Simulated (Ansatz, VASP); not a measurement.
**ZnSe in VASP and in Ansatz**

```
Zn Se
1.0
     0.00000    2.86588    2.86588
     2.86588    0.00000    2.86588
     2.86588    2.86588    0.00000
Zn Se
1 1
Direct
  0.00000 0.00000 0.00000
  0.25000 0.25000 0.25000
```

Alike in both runs: functional PBE; k mesh 8 × 8 × 8; occupations gaussian, width 0.02 eV; no spin polarisation.

Ansatz relaxed the structure, and its values are those at the end. VASP's run is a single point on that final structure, the one shown.

|  | VASP | Ansatz |
| --- | --- | --- |
| version | VASP 6.6.1 | Ansatz 0.2.0 |
| potentials or method | VASP PAW PBE potentials, release 64 (Zn, Se), cutoff 520 eV | scalar-relativistic, plane waves, PAW |
| valence electrons in the cell | 18 | 28 |

|  | VASP | Ansatz | Ansatz less VASP |
| --- | --- | --- | --- |
| gap on the k mesh at the Fermi level (eV) | 1.16 | 1.15 | -0.001 |
| least direct gap on the mesh (eV) | 1.16 | 1.15 | -0.001 |
| pressure (GPa) | 0.2 | 0.0 | -0.21 |

With one functional, cell and mesh, what is left measures potentials, basis and numerics. VASP's potentials hold 18 valence electrons a cell and Ansatz's 28, so a difference there can come from the potentials and not from the codes.
